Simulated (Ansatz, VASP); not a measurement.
# AgPdCl3 in VASP and in Ansatz

```
CELL_PARAMETERS angstrom
5.19809 0.00000 0.00000
0.00000 5.19809 0.00000
0.00000 0.00000 4.80789
ATOMIC_POSITIONS crystal
Ag 0.00000 0.00000 0.40047
Pd 0.50000 0.50000 0.38914
Cl 0.50000 0.50000 0.88882
Cl 0.00000 0.50000 0.39079
Cl 0.50000 0.00000 0.39079
```

Alike in both runs: functional PBE; k mesh 4 × 4 × 4; occupations gaussian, width 0.1 eV; no spin polarisation.

Ansatz relaxed the structure, and its values are those at the end. VASP's run is a single point on that final structure, the one shown.

|  | VASP | Ansatz |
| --- | --- | --- |
| version | VASP 6.6.1 | Ansatz 0.2.0 |
| potentials or method | VASP PAW PBE potentials, release 64 (Ag, Pd, Cl), cutoff 520 eV | scalar-relativistic, plane waves, PAW |
| valence electrons in the cell | 42 | 58 |

|  | VASP | Ansatz | Ansatz less VASP |
| --- | --- | --- | --- |
| gap on the k mesh at the Fermi level (eV) | none | none | - |
| pressure (GPa) | -0.2 | -0.1 | +0.12 |
| rms of the force components (eV/Å) | 0.008 | 0.008 | 0.0000 |

A gap of «none» marks a metal or a gap that the smearing closes. The functional is the same, so the differences come from potentials, cutoffs and numerics. VASP's potentials hold 42 valence electrons a cell and Ansatz's 58, so a difference there can come from the potentials and not from the codes.
